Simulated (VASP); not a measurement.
# LaS (Fm-3m) in VASP: single point with LDA

Aim: the single point of LaS with LDA.

All numbers are computed with VASP 6.6.1; they aren't measurements. Logs are shortened: lines on timing, memory, paths and dates and some standing lists are left out, and cuts for length are marked.

**1. The cell of the first run**

Symmetry: Fm-3m, No. 225, cubic system. Conventional cell: a = 5.854 Å, b = 5.854 Å, c = 5.854 Å, α = 90.00°, β = 90.00°, γ = 90.00°. La (site symmetry m-3m) has 6 S at 2.93 Å within 3.9 Å. S (site symmetry m-3m) has 6 La at 2.93 Å within 3.9 Å.

**2. Single point, LDA**

INCAR reads:

```
ALGO     = Normal         # electronic algorithm
EDIFF    = 1E-6           # SCF threshold, eV
ENCUT    = 520            # plane-wave cutoff, eV
ISIF     = 2              # what is computed and relaxed
ISMEAR   = -1             # smearing method
LASPH    = T              # aspherical terms in the spheres
LCHARG   = F              # write CHGCAR
LREAL    = F              # projectors in reciprocal space
LWAVE    = F              # write WAVECAR
NBANDS   = 16             # bands
NELM     = 80             # most SCF steps
PREC     = Accurate       # precision mode
SIGMA    = 0.1            # smearing width, eV
```

KPOINTS reads:

```
k-points
0
Gamma
  7 7 7
```

POSCAR reads:

```
LaS
1.0
    4.1394030000      0.0000000000      0.0000000000
    2.0697015000      3.5848281545      0.0000000000
    2.0697015000      1.1949427182      3.3798083966
La S
1 1
Direct
    0.0000000000      0.0000000000      0.0000000000
    0.5000000000      0.5000000000      0.5000000000
```

Potentials or basis: VASP PAW LDA potentials, release 64 (La, S).

Started as:

```
cat potpaw_LDA.64/La/POTCAR potpaw_LDA.64/S/POTCAR > POTCAR
mpirun -np 1 vasp_std > vasp.out
```

OUTCAR:

```text
EDIFF = 1E-6
   ENCUT = 520
   ISIF = 2
   ISMEAR = -1
   LASPH = T
   LREAL = F
   NELM = 80
   PREC = Accurate

 ion  position               nearest neighbor table
   1  0.000  0.000  0.000-   2 2.93   2 2.93   2 2.93   2 2.93   2 2.93   2 2.93
   2  0.500  0.500  0.500-   1 2.93   1 2.93   1 2.93   1 2.93   1 2.93   1 2.93

  LATTYP: Found a face centered cubic cell.
 ALAT       =     5.8539998627

  Lattice vectors:

 A1 = (   4.1394030000,   0.0000000000,   0.0000000000)
 A2 = (   2.0697015000,   3.5848281545,   0.0000000000)
 A3 = (   2.0697015000,   1.1949427182,   3.3798083966)

Analysis of symmetry for initial positions (statically):
=====================================================================
 Subroutine PRICEL returns:
 Original cell was already a primitive cell.

 Routine SETGRP: Setting up the symmetry group for a
 face centered cubic supercell.

 Subroutine GETGRP returns: Found 48 space group operations
 (whereof 48 operations were pure point group operations)
 out of a pool of 48 trial point group operations.

The static configuration has the point symmetry O_h .

Analysis of symmetry for dynamics (positions and initial velocities):
=====================================================================
 Subroutine PRICEL returns:
 Original cell was already a primitive cell.

 Routine SETGRP: Setting up the symmetry group for a
 face centered cubic supercell.

 Subroutine GETGRP returns: Found 48 space group operations
 (whereof 48 operations were pure point group operations)
 out of a pool of 48 trial point group operations.

The dynamic configuration has the point symmetry O_h .

 Subroutine INISYM returns: Found 48 space group operations
 (whereof 48 operations are pure point group operations),
 and found     1 'primitive' translations

----------------------------------------------------------------------------------------

                                     Primitive cell

  volume of cell :      50.1531

  direct lattice vectors                    reciprocal lattice vectors
     4.139403000  0.000000000  0.000000000     0.241580730 -0.139476700 -0.098624920
     2.069701500  3.584828154  0.000000000     0.000000000  0.278953399 -0.098624920
     2.069701500  1.194942718  3.379808397     0.000000000  0.000000000  0.295874761

  length of vectors
     4.139403000  4.139403000  4.139403000     0.295874761  0.295874761  0.295874761

  position of ions in fractional coordinates (direct lattice)
     0.000000000  0.000000000  0.000000000
     0.500000000  0.500000000  0.500000000

  ion indices of the primitive-cell ions
   primitive index   ion index
                 1           1
                 2           2

----------------------------------------------------------------------------------------

 KPOINTS: k-points

Automatic generation of k-mesh.
 Grid dimensions read from file:
 generate k-points for:    7    7    7

 Generating k-lattice:

  Cartesian coordinates                     Fractional coordinates (reciprocal lattice)
     0.034511533 -0.019925243 -0.014089274     0.142857143  0.000000000  0.000000000
     0.000000000  0.039850486 -0.014089274     0.000000000  0.142857143 -0.000000000
     0.000000000  0.000000000  0.042267823     0.000000000  0.000000000  0.142857143

  Length of vectors
     0.042267823  0.042267823  0.042267823

  Shift w.r.t. Gamma in fractional coordinates (k-lattice)
     0.000000000  0.000000000  0.000000000

 Subroutine IBZKPT returns following result:
 ===========================================

 Found     20 irreducible k-points:

 Following reciprocal coordinates:
            Coordinates               Weight
  0.000000  0.000000  0.000000      1.000000
  0.142857  0.000000  0.000000      8.000000
  0.285714  0.000000 -0.000000      8.000000
  0.428571  0.000000  0.000000      8.000000
  0.142857  0.142857  0.000000      6.000000
  0.285714  0.142857 -0.000000     24.000000
[... 12 lines left out ...]
 -0.428571  0.428571  0.142857     24.000000
 -0.285714  0.428571  0.142857     24.000000
   k-points           NKPTS =     20   k-points in BZ     NKDIM =     20   number of bands    NBANDS=     16
   number of dos      NEDOS =    301   number of ions     NIONS =      2
   total plane-waves  NPLWV =  32768
   dimension x,y,z NGX =    32 NGY =   32 NGZ =   32
   dimension x,y,z NGXF=    64 NGYF=   64 NGZF=   64
   ions per type =               1   1
   NGX,Y,Z   is equivalent  to a cutoff of  12.85, 12.85, 12.85 a.u.
   NGXF,Y,Z  is equivalent  to a cutoff of  25.70, 25.70, 25.70 a.u.
 SYSTEM =  unknown system
   PREC   = accura    normal or accurate (medium, high low for compatibility)
   ISTART =      0    job   : 0-new  1-cont  2-samecut
   ICHARG =      2    charge: 1-file 2-atom 10-const
   ISPIN  =      1    spin polarized calculation?
   LNONCOLLINEAR =      F non collinear calculations
   LSORBIT =      F    spin-orbit coupling
   LASPH  =      T    aspherical Exc in radial PAW
   ENCUT  =  520.0 eV  38.22 Ry    6.18 a.u.   7.70  7.70  7.70*2*pi/ulx,y,z
   NELM   =     80;   NELMIN=  2; NELMDL= -5     # of ELM steps
   EDIFF  = 0.1E-05   stopping-criterion for ELM
   LREAL  =      F    real-space projection
   EDIFFG = 0.1E-04   stopping-criterion for IOM
   NSW    =      0    number of steps for IOM
   IBRION =     -1    ionic relax: 0-MD 1-quasi-New 2-CG
   NFREE  =      0    steps in history (QN), initial steepest desc. (CG)
   ISIF   =      2    stress and relaxation
   ISYM   =      2    0-nonsym 1-usesym 2-fastsym
   POTIM  = 0.5000    time-step for ionic-motion
   TEBEG  =    0.0;   TEEND  =   0.0 temperature during run
   PSTRESS=    0.0 pullay stress
   NELECT =      17.0000    total number of electrons
   NUPDOWN=      -1.0000    fix difference up-down
   EMIN   =  10.00;   EMAX   =-10.00  energy-range for DOS
   EFERMI =   0.00;   METHOD = LEGACY
   ISMEAR =    -1;   SIGMA  =   0.10  broadening in eV -4-tet -1-fermi 0-gaus
   EFERMI_NEDOS =   21; number of points for ismear=-14 and -15
   IALGO  =     38    algorithm
   IMIX   =      4    mixing-type and parameters
     AMIX     =   0.40;   BMIX     =  1.00
     AMIX_MAG =   1.60;   BMIX_MAG =  1.00
  volume/ion in A,a.u.               =      25.08       169.23
  Fermi-wavevector in a.u.,A,eV,Ry     =   1.141454  2.157035 17.727266  1.302917
  Thomas-Fermi vector in A             =   2.278154
   LORBIT       =      0    0 simple, 1 ext, 2 COOP (PROOUT), +10 PAW based schemes
   GGA     = CA    functional components
   LHFCALC =     F    Hartree Fock is set to
   AEXX    =    0.0000 exact exchange contribution
   IVDW    =     0    specifies the selected vdW correction
   LEPSILON=     F    determine dielectric tensor
   LRPA    =     F    only Hartree local field effects (RPA)
 non-spin polarized calculation
  energy-cutoff  :      520.00
  volume of cell :       50.15
 maximum number of plane-waves:      1363
   NGX = 15   NGY = 15   NGZ = 15

 number of electron      16.9999999 magnetization

 Free energy of the ion-electron system (eV)
  ---------------------------------------------------
  ext. energy  EPLUGINS =         0.00000000
  ---------------------------------------------------
  free energy    TOTEN  =       -14.79703799 eV

  energy without entropy =      -14.75467081  energy(sigma->0) =      -14.77585440

 E-fermi :   8.7170     XC(G=0): -10.3320

 val. band max:        8.5393598784   @ k =  -0.4286   0.2857   0.0000
 cond. band min:       8.7362155698   @ k =  -0.1429   0.1429  -0.0000
 fundamental gap:      0.1968556914
 Fermi energy:         8.7169888767

 k-point     1 :       0.0000    0.0000    0.0000
  band No.  band energies     occupation
      1     -24.2025      2.00000
      2      -7.7545      2.00000
      3      -7.7545      2.00000
      4      -7.7545      2.00000
      5      -5.1004      2.00000
      6       5.4801      2.00000
[... 8 lines left out ...]
     15      10.1663      0.00000
     16      10.6369      0.00000

 k-point     2 :       0.1429    0.0000    0.0000
  band No.  band energies     occupation
      1     -24.1877      2.00000
      2      -8.0721      2.00000
      3      -7.7659      2.00000
      4      -7.7659      2.00000
      5      -4.7345      2.00000
      6       4.8372      2.00000
[... 8 lines left out ...]
     15      10.6399      0.00000
     16      10.7156      0.00000

 k-point     3 :       0.2857    0.0000   -0.0000
  band No.  band energies     occupation
      1     -24.1543      2.00000
      2      -8.6138      2.00000
      3      -7.7912      2.00000
      4      -7.7912      2.00000
      5      -4.0731      2.00000
      6       3.7579      2.00000
[... 8 lines left out ...]
     15      10.6465      0.00000
     16      11.0321      0.00000

 k-point     4 :       0.4286    0.0000    0.0000
  band No.  band energies     occupation
      1     -24.1272      2.00000
      2      -8.9606      2.00000
      3      -7.8111      2.00000
      4      -7.8111      2.00000
      5      -3.6147      2.00000
      6       3.0533      2.00000
[... 8 lines left out ...]
     15      10.6518      0.00000
     16      11.4270      0.00000
[... 248 lines left out ...]
 k-point    18 :      -0.4286    0.2857    0.1429
  band No.  band energies     occupation
      1     -24.1114      2.00000
      2      -8.6933      2.00000
      3      -8.0866      2.00000
      4      -7.9238      2.00000
      5      -4.1011      2.00000
      6       3.6957      2.00000
[... 8 lines left out ...]
     15      10.5815      0.00000
     16      11.1022      0.00000

 k-point    19 :      -0.4286    0.4286    0.1429
  band No.  band energies     occupation
      1     -24.1034      2.00000
      2      -8.4745      2.00000
      3      -8.1078      2.00000
      4      -8.0945      2.00000
      5      -4.5520      2.00000
      6       4.4204      2.00000
[... 8 lines left out ...]
     15      10.6064      0.00000
     16      10.9655      0.00000

 k-point    20 :      -0.2857    0.4286    0.1429
  band No.  band energies     occupation
      1     -24.1009      2.00000
      2      -8.4334      2.00000
      3      -8.2895      2.00000
      4      -8.0509      2.00000
      5      -4.3607      2.00000
      6       3.9914      2.00000
[... 8 lines left out ...]
     15      10.5604      0.00000
     16      11.0646      0.00000

------------------------ aborting loop because EDIFF is reached ----------------------------------------

  FORCE on cell =-STRESS in cart. coord.  units (eV):
  Direction    XX          YY          ZZ          XY          YZ          ZX
  --------------------------------------------------------------------------------------
  -------------------------------------------------------------------------------------
  Total       -1.1670585     -1.1670585     -1.1670585      0.0000000     -0.0000000      0.0000000
  in kB      -37.2825044    -37.2825044    -37.2825044      0.0000000     -0.0000000      0.0000000
  external PRESSURE =     -37.2825044 kB  Pullay stress =       0.0000000 kB

 VOLUME and BASIS-vectors are now :
 -----------------------------------------------------------------------------
  energy-cutoff  :      520.00
  volume of cell :       50.15
      direct lattice vectors                 reciprocal lattice vectors
     4.139403000  0.000000000  0.000000000     0.241580730 -0.139476700 -0.098624920
     2.069701500  3.584828154  0.000000000     0.000000000  0.278953399 -0.098624920
     2.069701500  1.194942718  3.379808397     0.000000000  0.000000000  0.295874761

 POSITION                                       TOTAL-FORCE (eV/Angst)
 -----------------------------------------------------------------------------------
      0.00000      0.00000      0.00000         0.000000      0.000000      0.000000
      4.13940      2.38989      1.68990        -0.000000     -0.000000      0.000000
 -----------------------------------------------------------------------------------
    total drift:                               -0.000000      0.000000     -0.000000

  FREE ENERGIE OF THE ION-ELECTRON SYSTEM (eV)
  ---------------------------------------------------
  free  energy   TOTEN  =       -14.7970379933 eV

  energy  without entropy=      -14.7546708145  energy(sigma->0) =      -14.77585440
```

Run time: 13 s. Hardware: 1 thread of Intel Xeon Platinum 8259CL at 2.50GHz (Skylake/Cascade Lake), shared host; peak memory 0.16 GiB.

Results:

| Property | Result |
| --- | --- |
| Free energy | -14.7970 eV |
| Pressure | -3.7 GPa |
| Band gap on the k mesh | zero (an odd number of electrons rules out a gap without spin polarisation) |

Levels at points of the mesh, in eV from the Fermi level:
| k point | band 6 | band 7 | band 8 | band 9 | band 10 | band 11 |
| --- | --- | --- | --- | --- | --- | --- |
| (0.00, 0.00, 0.00) | -3.24 | -3.24 | -3.24 | 0.15 | 0.15 | 0.15 |

Caveat: the cell stands under tension; spin-orbit coupling is left out, which moves the levels of the heavy elements.
